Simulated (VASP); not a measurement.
Set up this calculation in VASP 6.6.1, as the native input.

- Task: single point
- Functional: r2SCAN
- Potentials or basis: VASP PAW PBE potentials, release 64 (Rh_pv)
- Cutoff: 520 eV
- k mesh: 8 × 8 × 4
- Occupations: fermi-dirac, width 0.1 eV
- Spin: no spin polarisation
- Hubbard terms: Rh d U = 1.0 eV
- Dipole correction: no
- Further INCAR settings: ALGO = Normal; EDIFF = 1e-07; NBANDS = 22

The system is Rh.

```
Rh
1.0
     1.34415    2.32814    0.00000
    -1.34415    2.32814    0.00000
     0.00000    0.00000    4.24734
Rh
2
Direct
  0.33333 0.33334 0.25000
  0.66666 0.66667 0.75000
```

The input as run:

POSCAR

```
Rh
1.0
    1.3441500000      2.3281360000      0.0000000000
   -1.3441500000      2.3281360000      0.0000000000
    0.0000000000      0.0000000000      4.2473390000
Rh
2
Direct
    0.3333300000      0.3333400000      0.2500000000
    0.6666600000      0.6666700000      0.7500000000
```

INCAR.step1

```
SYSTEM = Rh
ALGO = Normal ; EDIFF = 1E-4
ENCUT = 520 ; GGA = PE
ISMEAR = -1 ; LASPH = .TRUE.
LCHARG = .FALSE. ; LDAU = .TRUE.
LDAUJ = 0 ; LDAUL = 2
LDAUTYPE = 2 ; LDAUU = 1
LMAXMIX = 4 ; LREAL = .FALSE.
LWAVE = .TRUE. ; NBANDS = 22
NELM = 150 ; PREC = Accurate
SIGMA = 0.1
```

INCAR.step2

```
SYSTEM = Rh
ALGO = Normal ; EDIFF = 1E-7
ENCUT = 520 ; ISIF = 2
ISMEAR = -1 ; ISTART = 1
LASPH = .TRUE. ; LCHARG = .FALSE.
LDAU = .TRUE. ; LDAUJ = 0
LDAUL = 2 ; LDAUPRINT = 1
LDAUTYPE = 2 ; LDAUU = 1
LMAXMIX = 4 ; LMIXTAU = .TRUE.
LREAL = .FALSE. ; LWAVE = .FALSE.
METAGGA = R2SCAN ; NBANDS = 22
NELM = 150 ; PREC = Accurate
SIGMA = 0.1
```

KPOINTS

```
k-points
0
G
  8 8 4
  0 0 0
```

Potentials or basis: VASP PAW PBE potentials, release 64 (Rh_pv).

Launch:

```console
$ cat potpaw_PBE.64/Rh_pv/POTCAR > POTCAR
$ cp INCAR.step1 INCAR
$ mpirun -np 1 vasp_std > vasp.out
$ cp INCAR.step2 INCAR
$ mpirun -np 1 vasp_std > vasp.out
```

It gave:

```
Pressure               : 10.5 GPa
Band gap on the k mesh : zero (band 15 reaches 13.03 eV, above the bottom of band 16 at 10.81 eV)
```

Caveat: the k points lie up to 0.37 Å⁻¹ apart; the PAW data sets were made with another functional, which shifts forces and pressure a little; U without spin polarisation on a metal has little footing; the U is typed as a test and isn't derived for this compound.

It took 83 s on 1 thread of Intel(R) Xeon(R) Platinum 8259CL CPU @ 2.50GHz (Skylake/Cascade Lake), on a shared host, peak memory 0.16 GiB.
